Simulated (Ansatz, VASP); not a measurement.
One calculation of CsPbCl3, two programs

```
Cs Pb Cl
1.0
     4.01412    2.31755    3.27732
    -4.01412    2.31755    3.27732
     0.00000   -4.63511    3.27732
Cs Pb Cl
1 1 3
Direct
  0.50000 0.50000 0.50000
  0.00000 0.00000 0.00000
  0.50000 0.00005 0.99995
  0.00005 0.99995 0.50000
  0.99995 0.50000 0.00005
```

Alike in both runs: task single point; functional PBE; k mesh 2 × 2 × 2; no spin polarisation.

|  | VASP | Ansatz |
| --- | --- | --- |
| version | VASP 6.6.1 | Ansatz 0.2.0 |
| potentials or method | VASP PAW PBE potentials, release 64 (Cs_sv, Pb_d, Cl) | plane waves |
| plane-wave cutoff (eV) | 520 | 420 |
| occupations | gaussian, width 0.01 eV | fixed |
| valence electrons in the cell | 44 | 44 |

Ansatz gave:

- gap on the k mesh at the Fermi level (eV): 2.03
- pressure (GPa): 1.9

Q: Which values does VASP return?

A: gap on the k mesh at the Fermi level (eV): 2.04; pressure (GPa): 1.8.

The k mesh is coarse, so the values compare programs but aren't converged. Neither program's run includes spin-orbit coupling.
